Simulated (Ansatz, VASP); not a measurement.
TiC in VASP and in Ansatz

```
CELL_PARAMETERS angstrom
0.00000 2.16400 2.16400
2.16400 0.00000 2.16400
2.16400 2.16400 0.00000
ATOMIC_POSITIONS crystal
Ti 0.00000 0.00000 0.00000
C 0.50578 0.49422 0.50578
```

Change from the starting cell: all C atoms moved +0.025 Å, as atom 2 along Cartesian [0 1 0].

Alike in both runs: task single point; functional PBE; k mesh 18 × 18 × 18; occupations gaussian, width 0.15 eV; no spin polarisation.

|  | VASP | Ansatz |
| --- | --- | --- |
| version | VASP 6.6.1 | Ansatz 0.2.0 |
| potentials or method | VASP PAW PBE potentials, release 64 (Ti_sv, C), cutoff 520 eV | scalar-relativistic, plane waves, PAW |
| valence electrons in the cell | 16 | 16 |

VASP gave:

| Quantity | Value |
| --- | --- |
| gap on the k mesh at the Fermi level (eV) | none |
| pressure (GPa) | 1.1 |
| traceless stress, the component that is largest in VASP (GPa) | 0.12 |
| rms of the force components (eV/Å) | 0.136 |

**Question.** Estimate Ansatz's values.

**Answer.** gap on the k mesh at the Fermi level (eV): none; pressure (GPa): 1.0; traceless stress, the component that is largest in VASP (GPa): 0.11; rms of the force components (eV/Å): 0.135.

Atom by atom the forces differ by 0.001 eV/Å (rms over components). A gap of «none» marks a metal or a gap that the smearing closes. With one functional, cell and mesh, what is left measures potentials, basis and numerics.
